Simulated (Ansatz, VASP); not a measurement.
Two plane-wave programs on GaN

```xyz
2
Lattice="-0.0780 2.1710 2.1710 2.1710 -0.0780 2.1710 2.1710 2.1710 -0.0780" Properties=species:S:1:pos:R:3 pbc="T T T"
Ga   -0.0143   -0.0143   -0.0143
N     1.0803    1.0803    1.0803
```

Change from the starting cell: shear_111 strain -5.2%.

Alike in both runs: task single point; functional HSE06; k mesh 6 × 6 × 6; no spin polarisation.

|  | VASP | Ansatz |
| --- | --- | --- |
| version | VASP 6.6.1 | Ansatz 0.2.0 |
| potentials or method | VASP PAW PBE potentials, release 64 (Ga_d, N) | plane waves, PAW |
| plane-wave cutoff (eV) | 520 | 420 |
| occupations | gaussian, width 0.01 eV | fixed |
| valence electrons in the cell | 18 | 18 |

```csv
,VASP,Ansatz,Ansatz less VASP
gap on the k mesh at the Fermi level (eV),3.11,3.09,-0.019
pressure (GPa),11.5,11.7,+0.16
"traceless stress, the component that is largest in VASP (GPa)",5.80,5.76,-0.041
rms of the force components (eV/Å),0.007,0.002,-0.0051
```

Atom by atom the forces differ by 0.005 eV/Å (rms over components). Ansatz's warnings: stress exchange threshold loose, stress scf threshold loose.
